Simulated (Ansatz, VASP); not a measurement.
# ZnS: VASP beside Ansatz

File INCAR:

```
PREC = Accurate
ENCUT = 600
EDIFF = 1E-6
ISMEAR = -1
SIGMA = 0.02
LREAL = False
LASPH = True
NELM = 80
ALGO = Normal
ISIF = 3
LWAVE = False
LCHARG = False
GGA = PE
IBRION = 2
NSW = 80
EDIFFG = -0.01
```

Contents of KPOINTS:

```
regular mesh
0
Gamma
  12 12 4
```

Contents of POSCAR:

```
ZnS
1.0
    3.8110000000      0.0000000000      0.0000000000
   -1.9055000000      3.3004228100      0.0000000000
    0.0000000000      0.0000000000      6.2340000000
Zn S
2 2
Direct
    0.3333333300      0.6666666700      0.0000000000
    0.6666666700      0.3333333300      0.5000000000
    0.3333333300      0.6666666700      0.3850000000
    0.6666666700      0.3333333300      0.8850000000
```

Input for Ansatz:

```yaml
crystal:
  lattice:
    - [3.811, 0.0, 0.0]
    - [-1.9055, 3.30042281, 0.0]
    - [0.0, 0.0, 6.234]
  atoms:
    - { symbol: Zn, position: [0.33333333, 0.66666667, 0.0] }
    - { symbol: Zn, position: [0.66666667, 0.33333333, 0.5] }
    - { symbol: S, position: [0.33333333, 0.66666667, 0.385] }
    - { symbol: S, position: [0.66666667, 0.33333333, 0.885] }
  symmetry: { tolerance: 0.0003 }
hamiltonian:
  xc: pbe
  pseudopotentials: { kind: paw, azcp: { folder: soft_1 } }
basis:
  ecutwfc: 420
magnetization:
  spin_polarized: false
scf:
  occupations: { method: fermi_dirac, width: 0.02 }
kpoints:
  mp_grid: { grid: [12, 12, 4], shift: [0, 0, 0] }
output:
  forces: true
  stress: true
  eigenvalues: true
relax:
  max_steps: 60
  cell: {}
```

Alike in both runs: task relaxation of cell and atoms; functional PBE; k mesh 12 × 12 × 4; occupations fermi-dirac, width 0.02 eV; no spin polarisation.

|  | VASP | Ansatz |
| --- | --- | --- |
| version | VASP 6.6.1 | Ansatz 0.2.0 |
| potentials or method | VASP PAW PBE potentials, release 64 (Zn, S), cutoff 600 eV | PAW plane waves |
| valence electrons in the cell | 36 | 36 |

|  | VASP | Ansatz | Ansatz less VASP |
| --- | --- | --- | --- |
| gap on the k mesh at the Fermi level, each at its own relaxed structure (eV) | 2.07 | 2.08 | +0.002 |
| relaxed volume (Å³/atom) | 20.22 | 20.19 | -0.037 |
| relaxed length of the cell vector where the two differ most in proportion (Å) | 6.310 | 6.304 | -0.0063 |
